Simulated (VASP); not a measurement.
Zr3S2:

```xyz
5
Lattice="2.9025 1.6758 3.4878 -2.9025 1.6758 3.4878 0.0000 -3.3516 3.4878" Properties=species:S:1:pos:R:3 pbc="T T T"
Zr    0.9832    1.7029    5.2317
Zr    0.9832   -1.7029    5.2317
Zr   -1.9663    0.0000    5.2317
S     0.0000    0.0000    6.9583
S     0.0000    0.0000    3.5050
```

- Program: VASP 6.6.1
- Task: relaxation of cell and atoms
- Functional: LDA
- Potentials or basis: VASP PAW LDA potentials, release 64 (Zr_sv, S)
- Cutoff: 600 eV
- k mesh: 6 × 6 × 6
- Occupations: fermi-dirac, width 0.05 eV
- Spin: no spin polarisation

At the start: pressure -7.4 GPa; volume 20.36 Å³/atom.

**Question.** Where does the relaxation end?

**Answer.** Over 8 steps the energy falls by 29.1 meV/atom and the volume is 19.15 Å³/atom (-5.9 %); space group R32 (No. 155, to 0.05 Å).

The path:
```tsv
step	energy change (eV)	largest force (eV/Å)	pressure (GPa)	volume (Å³)
1	0.0000	0.1599	-7.39	101.79
2	0.1339	0.4165	12.99	88.57
3	-0.1452	0.0402	-0.18	95.97
4	-0.1453	0.0448	-0.02	95.85
5	-0.1455	0.0171	-0.01	95.82
6	-0.1456	0.0284	-0.01	95.80
7	-0.1456	0.0164	0.01	95.77
8	-0.1456	0.0045	0.04	95.75
```

Final structure:
```
CELL_PARAMETERS angstrom
2.84318 1.64151 3.41915
-2.84318 1.64151 3.41915
0.00000 -3.28302 3.41915
ATOMIC_POSITIONS crystal
Zr 0.83890 0.50000 0.16110
Zr 0.50000 0.16110 0.83890
Zr 0.16110 0.83890 0.50000
S 0.66480 0.66480 0.66480
S 0.33520 0.33520 0.33520
```
